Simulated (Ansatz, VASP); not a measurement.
# Two plane-wave programs on Bi2Te3

Contents of INCAR:

```
  PREC = Accurate
  ENCUT = 520
  EDIFF = 1E-6
  ISMEAR = -1
  SIGMA = 0.05
  LREAL = F
  LASPH = T
  NELM = 100
  ALGO = Normal
  ISIF = 2
  LWAVE = F
  LCHARG = F
  NBANDS = 32
```

The input KPOINTS:

```
Automatic mesh
0
Gamma
  7 7 7
```

POSCAR

```
Bi2Te3
1.0
    2.1930000000      1.2661291403     10.1656666667
   -2.1930000000      1.2661291403     10.1656666667
    0.0000000000     -2.5322582807     10.1656666667
Bi Te
2 3
Direct
    0.6000000000      0.6000000000      0.6000000000
    0.4000000000      0.4000000000      0.4000000000
    0.7905000000      0.7905000000      0.7905000000
    0.2095000000      0.2095000000      0.2095000000
    0.0000000000      0.0000000000      0.0000000000
```

File input.yaml:

```yaml
crystal:
  lattice:
    - [2.193, 1.2661291403, 10.1656666667]
    - [-2.193, 1.2661291403, 10.1656666667]
    - [0.0, -2.5322582807, 10.1656666667]
  atoms:
    - { symbol: Bi, position: [0.6, 0.6, 0.6] }
    - { symbol: Bi, position: [0.4, 0.4, 0.4] }
    - { symbol: Te, position: [0.7905, 0.7905, 0.7905] }
    - { symbol: Te, position: [0.2095, 0.2095, 0.2095] }
    - { symbol: Te, position: [0.0, 0.0, 0.0] }
hamiltonian:
  xc: lda
  pseudopotentials: { kind: paw }
kpoints:
  mp_grid: { grid: [7, 7, 7] }
  band_path:
    path:
      - [[0.0, 0.0, 0.0], [0.5, 0.0, 0.0], [0.5, 0.1770083925, -0.1770083925]]
      - [[0.8229916075, 0.5, 0.1770083925], [0.5, 0.5, 0.5], [0.0, 0.0, 0.0], [0.3385041962, 0.0, -0.3385041962]]
      - [[0.6614958038, 0.3385041962, 0.0], [0.5, 0.5, 0.0], [0.6614958038, 0.6614958038, 0.1770083925], [0.5, 0.5, 0.5]]
      - [[0.5, 0.0, 0.0], [0.8229916075, 0.3385041962, 0.3385041962]]
    npoints: 14
scf:
  occupations: { method: fermi_dirac, width: 0.05 }
  n_extra_bands: 12
output:
  forces: true
  stress: true
  eigenvalues: true
  fatbands: true
```

Alike in both runs: functional LDA; k mesh 7 × 7 × 7; occupations fermi-dirac, width 0.05 eV; no spin polarisation.

|  | VASP | Ansatz |
| --- | --- | --- |
| version | VASP 6.6.1 | Ansatz 0.2.0 |
| potentials or method | VASP PAW LDA potentials, release 64 (Bi_d, Te) | Ansatz PAW |
| plane-wave cutoff (eV) | 520 | 420 |
| valence electrons in the cell | 48 | 78 |
| task | single point | band structure |

|  | VASP | Ansatz | Ansatz less VASP |
| --- | --- | --- | --- |
| gap on the k mesh at the Fermi level (eV) | 0.20 | 0.21 | +0.013 |
| least direct gap on the mesh (eV) | 0.20 | 0.21 | +0.013 |
| pressure (GPa) | -1.7 | -1.8 | -0.10 |
| traceless stress, the component that is largest in VASP (GPa) | -0.31 | -0.32 | -0.009 |
| rms of the force components (eV/Å) | 0.060 | 0.074 | +0.0134 |

LDA's correlation is that of Perdew and Zunger in VASP and of Perdew and Wang (1992) in Ansatz. Atom by atom the forces differ by 0.014 eV/Å (rms over components). VASP's potentials hold 48 valence electrons a cell and Ansatz's 78, so a difference there can come from the potentials and not from the codes.

Spin-orbit coupling is off throughout.
